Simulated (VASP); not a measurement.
Write the native input for VASP 6.6.1 that does the following.

| Item | Value |
| --- | --- |
| Task | density of states |
| Functional | PBE |
| Potentials or basis | VASP PAW PBE potentials, release 64 (Mg, Te) |
| Cutoff | 520 eV |
| k mesh | 10 × 10 × 10 |
| Occupations | gaussian, width 0.1 eV |
| Spin | no spin polarisation |
| Dipole correction | no |
| k mesh for the DOS | 15 × 15 × 15 |
| Occupations for the DOS | tetrahedron |
| Further INCAR settings | ALGO = Fast; EDIFF = 1e-06; NBANDS = 17 |

Crystal: Mg5Te.

```
CELL_PARAMETERS angstrom
-3.01312 3.01311 4.63921
3.01312 -3.01311 4.63921
3.01312 3.01311 -4.63921
ATOMIC_POSITIONS crystal
Mg 0.50000 0.00000 0.50000
Mg 0.50000 0.00000 0.00000
Mg 0.00000 0.00000 0.50000
Mg 0.50000 0.50000 0.50000
Mg 0.00000 0.50000 0.00000
Te 0.00000 0.50000 0.50000
```

These files were run (other wordings do the same):

POSCAR

```
Mg5Te
1.0
   -3.0131200411      3.0131121173      4.6392080807
    3.0131200411     -3.0131121173      4.6392080807
    3.0131200411      3.0131121173     -4.6392080807
Mg Te
5 1
Direct
    0.5000000000      0.0000000000      0.5000000000
    0.5000000000      0.0000000000      0.0000000000
    0.0000000000      0.0000000000      0.5000000000
    0.5000000000      0.5000000000      0.5000000000
    0.0000000000      0.5000000000      0.0000000000
    0.0000000000      0.5000000000      0.5000000000
```

INCAR.step1

```
SYSTEM = Mg5Te
  PREC = Accurate
  ENCUT = 520
  EDIFF = 1E-6
  ISMEAR = 0
  SIGMA = 0.1
  LREAL = .False.
  LASPH = .True.
  NELM = 80
  ALGO = Fast
  ISIF = 2
  LWAVE = .False.
  LCHARG = .True.
  GGA = PE
  NBANDS = 17
```

KPOINTS.step1

```
regular mesh
0
Gamma
  10 10 10
  0 0 0
```

INCAR.step2

```
SYSTEM = Mg5Te
  PREC = Accurate
  ENCUT = 520
  EDIFF = 1E-6
  ISMEAR = -5
  SIGMA = 0.1
  LREAL = .False.
  LASPH = .True.
  NELM = 80
  ALGO = Fast
  ISIF = 2
  LWAVE = .False.
  LCHARG = .False.
  GGA = PE
  LORBIT = 11
  NBANDS = 17
  NEDOS = 2001
  ICHARG = 11
```

KPOINTS.step2

```
regular mesh
0
Gamma
  15 15 15
  0 0 0
```

Potentials or basis: VASP PAW PBE potentials, release 64 (Mg, Te).

Launch:

```console
$ cat potpaw_PBE.64/Mg/POTCAR potpaw_PBE.64/Te/POTCAR > POTCAR
$ cp INCAR.step1 INCAR
$ cp KPOINTS.step1 KPOINTS
$ mpirun -np 1 vasp_std > vasp.out
$ cp INCAR.step2 INCAR
$ cp KPOINTS.step2 KPOINTS
$ mpirun -np 1 vasp_std > vasp.out
```

Results of the run:

The valence electrons inside the program's atomic spheres are Mg 0.34; Te 3.39.

Caveat: spin-orbit coupling is left out, which moves the levels of the heavy elements.

Wall time 13 min on 1 thread of Intel(R) Xeon(R) Platinum 8488C (Sapphire Rapids), with other jobs on the host, peak memory 0.91 GiB.
